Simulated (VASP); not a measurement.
# Ge (Cmcm) in VASP: relaxation of cell and atoms with LDA

Aim: the relaxation of cell and atoms of Ge with LDA.

Everything below comes from runs of VASP 6.6.1. Logs are shortened: lines on timing, memory, paths and dates and some standing lists are left out, and cuts for length are marked.

### 1 The cell of the first run

Symmetry: Cmcm, No. 63, orthorhombic system. The conventional cell has a = 2.976 Å, b = 5.189 Å, c = 4.728 Å, α = 90.00°, β = 90.00°, γ = 90.00°. Ge (site symmetry m2m) has 12 Ge at 2.92 to 2.99 Å within 3.9 Å.

This isn't the form of Ge at room conditions, which is diamond.

### 2 Relaxation of cell and atoms, LDA

File INCAR:

```
PREC = Accurate ; ENCUT = 500
EDIFF = 1E-7 ; ISMEAR = 1
SIGMA = 0.1 ; LREAL = False
LASPH = True ; NELM = 120
ALGO = Normal ; ISIF = 3
LWAVE = False ; LCHARG = False
IBRION = 2 ; NSW = 80
EDIFFG = -0.02 ; GGA_COMPAT = False
NELMIN = 4
```

File KPOINTS:

```
regular mesh
0
Gamma
  12 12 7
```

File POSCAR:

```
Ge
1.0
    1.4880530000     -2.5946895000      0.0000000000
    1.4880530000      2.5946895000      0.0000000000
    0.0000000000      0.0000000000      4.7275960000
Ge
2
Direct
    0.6665530000      0.3334470000      0.7500000000
    0.3334470000      0.6665530000      0.2500000000
```

Potentials or basis: VASP PAW LDA potentials, release 64 (Ge_d).

Started as:

```sh
$ cat potpaw_LDA.64/Ge_d/POTCAR > POTCAR
$ mpirun -np 1 vasp_std > vasp.out
```

OUTCAR:

```text
PREC = Accurate
   ENCUT = 500
   EDIFF = 1E-7
   ISMEAR = 1
   LREAL = False
   LASPH = True
   NELM = 120
   ISIF = 3
   IBRION = 2
   NSW = 80
   EDIFFG = -0.02
   NELMIN = 4

 ion  position               nearest neighbor table
   1  0.667  0.333  0.750-
   2  0.333  0.667  0.250-

  LATTYP: Found a base centered orthorhombic cell.
 ALAT       =     2.9761060000
 B/A-ratio  =     1.7436808366
 C/A-ratio  =     1.5885173445

  Lattice vectors:

 A1 = (   1.4880530000,  -2.5946895000,   0.0000000000)
 A2 = (   1.4880530000,   2.5946895000,   0.0000000000)
 A3 = (   0.0000000000,   0.0000000000,   4.7275960000)

Analysis of symmetry for initial positions (statically):
=====================================================================
 Subroutine PRICEL returns:
 Original cell was already a primitive cell.

 Routine SETGRP: Setting up the symmetry group for a
 base centered orthorhombic supercell.

 Subroutine GETGRP returns: Found  8 space group operations
 (whereof  4 operations were pure point group operations)
 out of a pool of  8 trial point group operations.

The static configuration has the point symmetry C_2h.
 The point group associated with its full space group is D_2h.

Analysis of symmetry for dynamics (positions and initial velocities):
=====================================================================
 Subroutine PRICEL returns:
 Original cell was already a primitive cell.

 Routine SETGRP: Setting up the symmetry group for a
 base centered orthorhombic supercell.

 Subroutine GETGRP returns: Found  8 space group operations
 (whereof  4 operations were pure point group operations)
 out of a pool of  8 trial point group operations.

The dynamic configuration has the point symmetry C_2h.
 The point group associated with its full space group is D_2h.

 Subroutine INISYM returns: Found  8 space group operations
 (whereof  4 operations are pure point group operations),
 and found     1 'primitive' translations

----------------------------------------------------------------------------------------

                                     Primitive cell

  volume of cell :      36.5068

  direct lattice vectors                    reciprocal lattice vectors
     1.488053000 -2.594689500  0.000000000     0.336009537 -0.192701285  0.000000000
     1.488053000  2.594689500  0.000000000     0.336009537  0.192701285  0.000000000
     0.000000000  0.000000000  4.727596000     0.000000000  0.000000000  0.211523997

  length of vectors
     2.991106038  2.991106038  4.727596000     0.387345058  0.387345058  0.211523997

  position of ions in fractional coordinates (direct lattice)
     0.666553000  0.333447000  0.750000000
     0.333447000  0.666553000  0.250000000

  ion indices of the primitive-cell ions
   primitive index   ion index
                 1           1
                 2           2

----------------------------------------------------------------------------------------

 KPOINTS: regular mesh

Automatic generation of k-mesh.
 Grid dimensions read from file:
 generate k-points for:   12   12    7

 Generating k-lattice:

  Cartesian coordinates                     Fractional coordinates (reciprocal lattice)
     0.028000795 -0.016058440  0.000000000     0.083333333  0.000000000  0.000000000
     0.028000795  0.016058440  0.000000000     0.000000000  0.083333333  0.000000000
     0.000000000  0.000000000  0.030217714     0.000000000  0.000000000  0.142857143

  Length of vectors
     0.032278755  0.032278755  0.030217714

  Shift w.r.t. Gamma in fractional coordinates (k-lattice)
     0.000000000  0.000000000  0.000000000

 Subroutine IBZKPT returns following result:
 ===========================================

 Found    172 irreducible k-points:

 Following reciprocal coordinates:
            Coordinates               Weight
  0.000000  0.000000  0.000000      1.000000
  0.083333 -0.000000  0.000000      4.000000
  0.166667  0.000000  0.000000      4.000000
  0.250000 -0.000000  0.000000      4.000000
  0.333333 -0.000000  0.000000      4.000000
  0.416667  0.000000  0.000000      4.000000
[... 16 lines left out ...]
  0.500000  0.166667  0.000000      4.000000
 -0.416667  0.166667  0.000000      4.000000
 [... further k-points ...]
   k-points           NKPTS =    172   k-points in BZ     NKDIM =    172   number of bands    NBANDS=     18
   number of dos      NEDOS =    301   number of ions     NIONS =      2
   total plane-waves  NPLWV =  20736
   dimension x,y,z NGX =    24 NGY =   24 NGZ =   36
   dimension x,y,z NGXF=    48 NGYF=   48 NGZF=   72
   ions per type =               2
   NGX,Y,Z   is equivalent  to a cutoff of  13.34, 13.34, 12.66 a.u.
   NGXF,Y,Z  is equivalent  to a cutoff of  26.68, 26.68, 25.32 a.u.
 SYSTEM =  unknown system
   PREC   = accura    normal or accurate (medium, high low for compatibility)
   ISTART =      0    job   : 0-new  1-cont  2-samecut
   ICHARG =      2    charge: 1-file 2-atom 10-const
   ISPIN  =      1    spin polarized calculation?
   LNONCOLLINEAR =      F non collinear calculations
   LSORBIT =      F    spin-orbit coupling
   LASPH  =      T    aspherical Exc in radial PAW
   ENCUT  =  500.0 eV  36.75 Ry    6.06 a.u.   5.45  5.45  8.62*2*pi/ulx,y,z
   NELM   =    120;   NELMIN=  4; NELMDL= -5     # of ELM steps
   EDIFF  = 0.1E-06   stopping-criterion for ELM
   LREAL  =      F    real-space projection
   EDIFFG = -.2E-01   stopping-criterion for IOM
   NSW    =     80    number of steps for IOM
   IBRION =      2    ionic relax: 0-MD 1-quasi-New 2-CG
   NFREE  =      1    steps in history (QN), initial steepest desc. (CG)
   ISIF   =      3    stress and relaxation
   ISYM   =      2    0-nonsym 1-usesym 2-fastsym
   POTIM  = 0.5000    time-step for ionic-motion
   TEBEG  =    0.0;   TEEND  =   0.0 temperature during run
   PSTRESS=    0.0 pullay stress
   NELECT =      28.0000    total number of electrons
   NUPDOWN=      -1.0000    fix difference up-down
   EMIN   =  10.00;   EMAX   =-10.00  energy-range for DOS
   EFERMI =   0.00;   METHOD = LEGACY
   ISMEAR =     1;   SIGMA  =   0.10  broadening in eV -4-tet -1-fermi 0-gaus
   EFERMI_NEDOS =   21; number of points for ismear=-14 and -15
   IALGO  =     38    algorithm
   IMIX   =      4    mixing-type and parameters
     AMIX     =   0.40;   BMIX     =  1.00
     AMIX_MAG =   1.60;   BMIX_MAG =  1.00
  volume/ion in A,a.u.               =      18.25       123.18
  Fermi-wavevector in a.u.,A,eV,Ry     =   1.498544  2.831837 30.553701  2.245634
  Thomas-Fermi vector in A             =   2.610289
   LORBIT       =      0    0 simple, 1 ext, 2 COOP (PROOUT), +10 PAW based schemes
   GGA     = CA    functional components
   LHFCALC =     F    Hartree Fock is set to
   AEXX    =    0.0000 exact exchange contribution
   IVDW    =     0    specifies the selected vdW correction
   LEPSILON=     F    determine dielectric tensor
   LRPA    =     F    only Hartree local field effects (RPA)
 conjugate gradient relaxation of ions
 non-spin polarized calculation
 Methfessel and Paxton  Order N= 1 SIGMA  =   0.10
  energy-cutoff  :      500.00
  volume of cell :       36.51
 maximum number of plane-waves:       957
 NGX is ok and might be reduce to    24
   NGX = 11   NGY = 11   NGZ = 17

--------------------------------------- Ionic step        1  -------------------------------------------

 number of electron      28.0000012 magnetization

 Free energy of the ion-electron system (eV)
  ---------------------------------------------------
  ext. energy  EPLUGINS =         0.00000000
  ---------------------------------------------------
  free energy    TOTEN  =        -9.76832645 eV

  energy without entropy =       -9.76813334  energy(sigma->0) =       -9.76826208

------------------------ aborting loop because EDIFF is reached ----------------------------------------

  FORCE on cell =-STRESS in cart. coord.  units (eV):
  Direction    XX          YY          ZZ          XY          YZ          ZX
  --------------------------------------------------------------------------------------
  -------------------------------------------------------------------------------------
  Total       -0.1475864     -0.0549151     -0.6636531      0.0000000      0.0000000      0.0000000
  in kB       -6.4771323     -2.4100610    -29.1257784      0.0000000      0.0000000      0.0000000
  external PRESSURE =     -12.6709906 kB  Pullay stress =       0.0000000 kB
[... 89 lines left out ...]
  FREE ENERGIE OF THE ION-ELECTRON SYSTEM (eV)
  ---------------------------------------------------
  free  energy   TOTEN  =        -9.7746385437 eV

  energy  without entropy=       -9.7742507404  energy(sigma->0) =       -9.77450928

[... ionic steps 4 to 8 ...]

--------------------------------------- Ionic step        9  -------------------------------------------

 number of electron      28.0000015 magnetization

------------------------ aborting loop because EDIFF is reached ----------------------------------------

  FORCE on cell =-STRESS in cart. coord.  units (eV):
  Direction    XX          YY          ZZ          XY          YZ          ZX
  --------------------------------------------------------------------------------------
  -------------------------------------------------------------------------------------
  Total       -0.0970506      0.0087113     -0.0090850      0.0000000     -0.0000000      0.0000000
  in kB       -4.3214939      0.3878994     -0.4045408      0.0000000     -0.0000000      0.0000000
  external PRESSURE =      -1.4460451 kB  Pullay stress =       0.0000000 kB
[... 57 lines left out ...]
  energy  without entropy=       -9.7766728041  energy(sigma->0) =       -9.77737884

--------------------------------------- Ionic step       11  -------------------------------------------

 number of electron      28.0000011 magnetization

 Free energy of the ion-electron system (eV)
  ---------------------------------------------------
  ext. energy  EPLUGINS =         0.00000000
  ---------------------------------------------------
  free energy    TOTEN  =        -9.77773610 eV

  energy without entropy =       -9.77672682  energy(sigma->0) =       -9.77739967

 E-fermi :   7.1032     XC(G=0): -11.8270

 val. band max:        7.1013210546   @ k =  -0.4167   0.4167   0.0000
 cond. band min:       7.1109162632   @ k =   0.2500   0.0833   0.4286
 fundamental gap:      0.0095952086
 Fermi energy:         7.1031867072

 k-point     1 :       0.0000    0.0000    0.0000
  band No.  band energies     occupation
      1     -17.7887      2.00000
      2     -17.7821      2.00000
      3     -17.7743      2.00000
      4     -17.7655      2.00000
      5     -17.7653      2.00000
      6     -17.7605      2.00000
[... 10 lines left out ...]
     17      15.8017      0.00000
     18      17.4093      0.00000
[... 466 lines left out ...]
      2     -17.8031      2.00000
      3     -17.7797      2.00000
      4     -17.7735      2.00000
      5     -17.7333      2.00000
      6     -17.7165      2.00000
[... 10 lines left out ...]
     17      11.5476      0.00000
     18      11.7074      0.00000

 [... further k-points ...]

------------------------ aborting loop because EDIFF is reached ----------------------------------------

  FORCE on cell =-STRESS in cart. coord.  units (eV):
  Direction    XX          YY          ZZ          XY          YZ          ZX
  --------------------------------------------------------------------------------------
  -------------------------------------------------------------------------------------
  Total       -0.0103566      0.0000868     -0.0358396      0.0000000      0.0000000      0.0000000
  in kB       -0.4618295      0.0038722     -1.5981907      0.0000000      0.0000000      0.0000000
  external PRESSURE =      -0.6853827 kB  Pullay stress =       0.0000000 kB
[... 17 lines left out ...]
  FREE ENERGIE OF THE ION-ELECTRON SYSTEM (eV)
  ---------------------------------------------------
  free  energy   TOTEN  =        -9.7777361023 eV

  energy  without entropy=       -9.7767268201  energy(sigma->0) =       -9.77739967

 reached required accuracy - stopping structural energy minimisation
```

Run time: 2.9 min. Hardware: 1 thread of Intel Xeon 6975P-C (Granite Rapids), shared host; peak memory 0.21 GiB.

What came out:

| Quantity | Value |
| --- | --- |
| Free energy | -9.7777 eV |
| Relaxed volume | 17.96 Å³/atom |
| Relaxed cell | a = 3.015 Å, b = 3.015 Å, c = 4.640 Å, α = 90.00°, β = 90.00°, γ = 121.60° |
| Space group after relaxing (to 0.1 Å) | Cmcm (No. 63) |
| Energy gained by relaxing | 4.7 meV/atom |
| Ionic steps | 11 |
| Pressure after relaxing | -0.1 GPa |
| Largest force after relaxing | 0.017 eV/Å |
| Band gap on the k mesh | zero (bands 14 and 15 overlap by 9.30 eV) |

Forces on the atoms (eV/Å):
```
Ge   0.000  0.017  0.000
Ge   0.000 -0.017  0.000
```

Stress tensor (GPa, compression positive):
```
-0.05  0.00  0.00
 0.00  0.00  0.00
 0.00  0.00 -0.16
```

The path:
```csv
step,energy change (eV),largest force (eV/Å),pressure (GPa),volume (Å³)
1,0.0000,0.0047,-1.27,36.51
2,-0.0063,0.0073,0.26,35.75
3,-0.0063,0.0081,0.58,35.62
4,-0.0081,0.0134,0.34,35.76
5,-0.0083,0.0161,0.25,35.82
6,-0.0086,0.0143,-0.09,35.98
7,-0.0086,0.0142,-0.26,36.02
8,-0.0086,0.0149,-0.14,36.00
9,-0.0089,0.0151,-0.14,35.98
10,-0.0094,0.0173,-0.09,35.92
11,-0.0094,0.0172,-0.07,35.93
```

Final structure:
```
Ge
1.0
     1.47106   -2.63189    0.00000
     1.47106    2.63189    0.00000
     0.00000    0.00000    4.63999
Ge
2
Direct
  0.66537 0.33463 0.75000
  0.33463 0.66537 0.25000
```
